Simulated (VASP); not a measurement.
# BeS (I-4m2) in VASP: notebook

The runs below take BeS through single point, with r2SCAN.

Program: VASP 6.6.1. These are calculated values, not measurements. Logs are shortened: lines on timing, memory, paths and dates and some standing lists are left out, and cuts for length are marked.

### 1 The cell of the first run

The structure is tetragonal, space group I-4m2 (No. 119). The conventional cell has a = 3.477 Å, b = 3.477 Å, c = 4.831 Å, α = 90.00°, β = 90.00°, γ = 90.00°. Be (site symmetry -4m2) has 4 S at 2.12 Å within 2.8 Å. S (site symmetry -4m2) has 4 Be at 2.12 Å within 2.8 Å.

### 2 Single point, r2SCAN (epitaxial xy strain +1.0%)

Contents of POSCAR:

```
BeS
1.0
    0.0000000000      2.4586492927      2.4152593665
    2.4586492927      0.0000000000      2.4152593665
    2.4586492927      2.4586492927      0.0000000000
Be S
1 1
Direct
    0.0000000000      0.0000000000      0.0000000000
    0.2500000000      0.2500000000      0.2500000000
```

Contents of INCAR.step1:

```
SYSTEM = BeS
PREC = Accurate
ENCUT = 520
ISMEAR = 0
SIGMA = 0.01
LREAL = .FALSE.
LASPH = .TRUE.
NELM = 80
NBANDS = 11
GGA = PE
ALGO = Normal
EDIFF = 1E-4
LWAVE = .TRUE.
LCHARG = .FALSE.
```

Contents of INCAR.step2:

```
SYSTEM = BeS
PREC = Accurate
ENCUT = 520
EDIFF = 1E-6
ISMEAR = 0
SIGMA = 0.01
LREAL = .FALSE.
LASPH = .TRUE.
NELM = 80
ALGO = Normal
ISIF = 2
LWAVE = .FALSE.
LCHARG = .FALSE.
METAGGA = R2SCAN
LMIXTAU = .TRUE.
NBANDS = 11
ISTART = 1
```

Contents of KPOINTS:

```
regular mesh
0
G
  10 10 10
  0 0 0
```

Potentials or basis: VASP PAW PBE potentials, release 64 (Be, S).

On the command line:

```
cat potpaw_PBE.64/Be/POTCAR potpaw_PBE.64/S/POTCAR > POTCAR
cp INCAR.step1 INCAR
mpirun -np 1 vasp_std > vasp.out
cp INCAR.step2 INCAR
mpirun -np 1 vasp_std > vasp.out
```

OUTCAR:

```text
SYSTEM = BeS
   PREC = Accurate
   ENCUT = 520
   EDIFF = 1E-6
   ISMEAR = 0
   LREAL = .FALSE.
   LASPH = .TRUE.
   NELM = 80
   ISIF = 2
   METAGGA = R2SCAN
   ISTART = 1

 ion  position               nearest neighbor table
   1  0.000  0.000  0.000-   2 2.12   2 2.12   2 2.12   2 2.12
   2  0.250  0.250  0.250-   1 2.12   1 2.12   1 2.12   1 2.12

  LATTYP: Found a body centered tetragonal cell.
 ALAT       =     3.4770551749
 C/A-ratio  =     1.3892557035

  Lattice vectors:

 A1 = (   0.0000000000,  -2.4586492927,  -2.4152593665)
 A2 = (   0.0000000000,   2.4586492927,  -2.4152593665)
 A3 = (   2.4586492927,   0.0000000000,   2.4152593665)

Analysis of symmetry for initial positions (statically):
=====================================================================
 Subroutine PRICEL returns:
 Original cell was already a primitive cell.

 Routine SETGRP: Setting up the symmetry group for a
 body centered tetragonal supercell.

 Subroutine GETGRP returns: Found  8 space group operations
 (whereof  8 operations were pure point group operations)
 out of a pool of 16 trial point group operations.

The static configuration has the point symmetry D_2d.

Analysis of symmetry for dynamics (positions and initial velocities):
=====================================================================
 Subroutine PRICEL returns:
 Original cell was already a primitive cell.

 Routine SETGRP: Setting up the symmetry group for a
 body centered tetragonal supercell.

 Subroutine GETGRP returns: Found  8 space group operations
 (whereof  8 operations were pure point group operations)
 out of a pool of 16 trial point group operations.

The dynamic configuration has the point symmetry D_2d.

 Subroutine INISYM returns: Found  8 space group operations
 (whereof  8 operations are pure point group operations),
 and found     1 'primitive' translations

----------------------------------------------------------------------------------------

                                     Primitive cell

  volume of cell :      29.2003

  direct lattice vectors                    reciprocal lattice vectors
     0.000000000  2.458649293  2.415259366    -0.203363693  0.203363693  0.207017104
     2.458649293  0.000000000  2.415259366     0.203363693 -0.203363693  0.207017104
     2.458649293  2.458649293  0.000000000     0.203363693  0.203363693 -0.207017104

  length of vectors
     3.446510431  3.446510431  3.477055175     0.354358102  0.354358102  0.354358102

  position of ions in fractional coordinates (direct lattice)
     0.000000000  0.000000000  0.000000000
     0.250000000  0.250000000  0.250000000

[... 88 lines left out ...]
   NUPDOWN=      -1.0000    fix difference up-down
   EMIN   =  10.00;   EMAX   =-10.00  energy-range for DOS
   EFERMI =   0.00;   METHOD = LEGACY
   ISMEAR =     0;   SIGMA  =   0.01  broadening in eV -4-tet -1-fermi 0-gaus
   EFERMI_NEDOS =   21; number of points for ismear=-14 and -15
   IALGO  =     38    algorithm
   IMIX   =      4    mixing-type and parameters
     AMIX     =   0.40;   BMIX     =  1.00
     AMIX_MAG =   1.60;   BMIX_MAG =  1.00
  volume/ion in A,a.u.               =      14.60        98.53
  Fermi-wavevector in a.u.,A,eV,Ry     =   1.063267  2.009284 15.381898  1.130538
  Thomas-Fermi vector in A             =   2.198746
   LORBIT       =      0    0 simple, 1 ext, 2 COOP (PROOUT), +10 PAW based schemes
   METAGGA = R2SCAN    functional components
   LHFCALC =     F    Hartree Fock is set to
   AEXX    =    0.0000 exact exchange contribution
   IVDW    =     0    specifies the selected vdW correction
   LEPSILON=     F    determine dielectric tensor
   LRPA    =     F    only Hartree local field effects (RPA)
 non-spin polarized calculation
 Gauss-broadening in eV      SIGMA  =   0.01
  energy-cutoff  :      520.00
  volume of cell :       29.20
 maximum number of plane-waves:       813
 NGX is ok and might be reduce to    28
   NGX = 13   NGY = 13   NGZ = 13

 number of electron       7.9999999 magnetization

 Free energy of the ion-electron system (eV)
  ---------------------------------------------------
  ext. energy  EPLUGINS =         0.00000000
  ---------------------------------------------------
  free energy    TOTEN  =       -14.78421719 eV

  energy without entropy =      -14.78421719  energy(sigma->0) =      -14.78421719

 E-fermi :   3.9022     XC(G=0): -10.0817

 val. band max:        3.7881222377   @ k =   0.0000   0.0000   0.0000
 cond. band min:       7.2595344698   @ k =   0.5000   0.5000   0.0000
 fundamental gap:      3.4714122320
 Fermi energy:         3.9021625725

 k-point     1 :       0.0000    0.0000    0.0000
  band No.  band energies     occupation
      1     -10.4091      2.00000
      2       3.6943      2.00000
      3       3.6943      2.00000
      4       3.7881      2.00000
      5       9.9854      0.00000
      6      10.0045      0.00000
      7      10.0045      0.00000
      8      10.2011      0.00000
      9      16.9059      0.00000
     10      17.2934      0.00000
     11      19.4380      0.00000
[... 309 lines left out ...]
 k-point    24 :       0.4000    0.3000    0.0000
  band No.  band energies     occupation
      1      -8.7657      2.00000
      2      -0.4223      2.00000
      3       1.2522      2.00000
      4       1.4654      2.00000
      5       8.2503      0.00000
      6      10.0013      0.00000
      7      14.6117      0.00000
      8      14.6949      0.00000
      9      18.4313      0.00000
     10      19.6843      0.00000
     11      21.5847      0.00000

 [... further k-points ...]

------------------------ aborting loop because EDIFF is reached ----------------------------------------

  FORCE on cell =-STRESS in cart. coord.  units (eV):
  Direction    XX          YY          ZZ          XY          YZ          ZX
  --------------------------------------------------------------------------------------
  -------------------------------------------------------------------------------------
  Total       -0.2659365     -0.2659365      0.0440623      0.0000000      0.0000000      0.0000000
  in kB      -14.5915573    -14.5915573      2.4176374      0.0000000      0.0000000      0.0000000
  external PRESSURE =      -8.9218257 kB  Pullay stress =       0.0000000 kB

 VOLUME and BASIS-vectors are now :
 -----------------------------------------------------------------------------
  energy-cutoff  :      520.00
  volume of cell :       29.20
      direct lattice vectors                 reciprocal lattice vectors
     0.000000000  2.458649293  2.415259366    -0.203363693  0.203363693  0.207017104
     2.458649293  0.000000000  2.415259366     0.203363693 -0.203363693  0.207017104
     2.458649293  2.458649293  0.000000000     0.203363693  0.203363693 -0.207017104

 POSITION                                       TOTAL-FORCE (eV/Angst)
 -----------------------------------------------------------------------------------
      0.00000      0.00000      0.00000         0.000000      0.000000      0.000000
      1.22932      1.22932      1.20763        -0.000000     -0.000000      0.000000
 -----------------------------------------------------------------------------------
    total drift:                                0.000000      0.000000      0.000000

  FREE ENERGIE OF THE ION-ELECTRON SYSTEM (eV)
  ---------------------------------------------------
  free  energy   TOTEN  =       -14.7842171938 eV

  energy  without entropy=      -14.7842171938  energy(sigma->0) =      -14.78421719
```

OSZICAR.step1:

```text
N       E                     dE             d eps       ncg     rms          rms(c)
DAV:   1     0.201799081918E+02    0.20180E+02   -0.38165E+03  2252   0.620E+02
DAV:   2    -0.891990366305E+01   -0.29100E+02   -0.27987E+02  2925   0.116E+02
DAV:   3    -0.101670725139E+02   -0.12472E+01   -0.12447E+01  2974   0.239E+01
DAV:   4    -0.101741575771E+02   -0.70851E-02   -0.70836E-02  2754   0.205E+00
DAV:   5    -0.101742197838E+02   -0.62207E-04   -0.62206E-04  2975   0.190E-01    0.548E+00
DAV:   6    -0.100466201325E+02    0.12760E+00   -0.12062E-01  2579   0.163E+00    0.374E+00
DAV:   7    -0.100098876741E+02    0.36732E-01   -0.10946E-01  2708   0.172E+00    0.102E+00
DAV:   8    -0.100111640022E+02   -0.12763E-02   -0.65569E-03  2989   0.408E-01    0.136E-01
DAV:   9    -0.100112538720E+02   -0.89870E-04   -0.49751E-04  2757   0.140E-01
   1 F= -.10011254E+02 E0= -.10011254E+02  d E =-.266083E-79
```

Wall time 78 s (1 thread of Intel Xeon Platinum 8559C (Emerald Rapids), shared host); peak memory 0.17 GiB.

Results:

```yaml
Free_energy: -14.7842 eV
Pressure: -0.9 GPa
Band_gap_on_the_k_mesh: 3.47 eV, indirect (least direct gap 6.20 eV)
```

Stress tensor (GPa, compression positive):
```
-1.46  0.00  0.00
 0.00 -1.46  0.00
 0.00  0.00  0.24
```

Levels at points of the mesh, in eV from the valence-band top:
| k point | band 1 | band 2 | band 3 | band 4 | band 5 | band 6 | band 7 | band 8 |
| --- | --- | --- | --- | --- | --- | --- | --- | --- |
| (0.00, 0.00, 0.00) | -14.20 | -0.09 | -0.09 | 0.00 | 6.20 | 6.22 | 6.22 | 6.41 |
| (0.50, 0.00, 0.00) | -12.58 | -5.87 | -1.17 | -1.01 | 5.93 | 7.00 | 7.19 | 11.88 |
| (0.50, 0.50, 0.00) | -11.98 | -5.05 | -2.79 | -2.79 | 3.47 | 5.23 | 13.61 | 13.61 |
| (0.50, 0.00, 0.50) | -12.06 | -5.17 | -2.66 | -2.63 | 3.61 | 5.40 | 13.53 | 13.65 |

Caveat: the cell differs from its parent crystal (epitaxial xy strain +1.0%); the PAW data sets were made with another functional, which shifts forces and pressure a little.

### 3 Single point, r2SCAN (epitaxial xy strain +2.0%)

Contents of POSCAR:

```
BeS
1.0
    0.0000000000      2.4829923550      2.3957901011
    2.4829923550      0.0000000000      2.3957901011
    2.4829923550      2.4829923550      0.0000000000
Be S
1 1
Direct
    0.0000000000      0.0000000000      0.0000000000
    0.2500000000      0.2500000000      0.2500000000
```

Contents of INCAR.step1:

```
SYSTEM = BeS
PREC = Accurate ; ENCUT = 520
ISMEAR = 0 ; SIGMA = 0.01
LREAL = .FALSE. ; LASPH = .TRUE.
NELM = 60 ; NBANDS = 11
GGA = PE ; ALGO = Normal
EDIFF = 1E-4 ; LWAVE = .TRUE.
LCHARG = .FALSE.
```

Contents of INCAR.step2:

```
SYSTEM = BeS
PREC = Accurate ; ENCUT = 520
EDIFF = 1E-7 ; ISMEAR = 0
SIGMA = 0.01 ; LREAL = .FALSE.
LASPH = .TRUE. ; NELM = 60
ALGO = Normal ; ISIF = 2
LWAVE = .FALSE. ; LCHARG = .FALSE.
METAGGA = R2SCAN ; LMIXTAU = .TRUE.
NBANDS = 11 ; ISTART = 1
```

Contents of KPOINTS:

```
Automatic mesh
0
G
  10 10 10
  0 0 0
```

Potentials or basis: VASP PAW PBE potentials, release 64 (Be, S).

On the command line:

```
cat potpaw_PBE.64/Be/POTCAR potpaw_PBE.64/S/POTCAR > POTCAR
cp INCAR.step1 INCAR
mpirun -np 1 vasp_std > vasp.out
cp INCAR.step2 INCAR
mpirun -np 1 vasp_std > vasp.out
```

It took 98 s on 1 thread of Intel Xeon Platinum 8559C (Emerald Rapids), shared host; peak memory 0.17 GiB.

The run converged. Its results:

```
Free energy            : -14.7758 eV
Pressure               : -2.0 GPa
Band gap on the k mesh : 3.35 eV, indirect (least direct gap 6.14 eV)
```

Stress tensor (GPa, compression positive):
```
-3.07  0.00  0.00
 0.00 -3.07  0.00
 0.00  0.00  0.21
```

Levels at points of the mesh, in eV from the valence-band top:
| k point | band 1 | band 2 | band 3 | band 4 | band 5 | band 6 | band 7 | band 8 | band 9 |
| --- | --- | --- | --- | --- | --- | --- | --- | --- | --- |
| (0.00, 0.00, 0.00) | -14.18 | -0.18 | -0.18 | 0.00 | 6.14 | 6.18 | 6.18 | 6.25 | 12.84 |
| (0.50, 0.00, 0.00) | -12.59 | -5.85 | -1.29 | -0.97 | 5.78 | 6.87 | 7.27 | 11.77 | 15.15 |
| (0.50, 0.50, 0.00) | -11.95 | -4.96 | -2.90 | -2.90 | 3.35 | 5.06 | 13.45 | 13.45 | 16.46 |
| (0.50, 0.00, 0.50) | -12.11 | -5.21 | -2.64 | -2.58 | 3.62 | 5.41 | 13.28 | 13.50 | 15.98 |

Caveat: the cell differs from its parent crystal (epitaxial xy strain +2.0%); the PAW data sets were made with another functional, which shifts forces and pressure a little. A k mesh can miss the band edges.
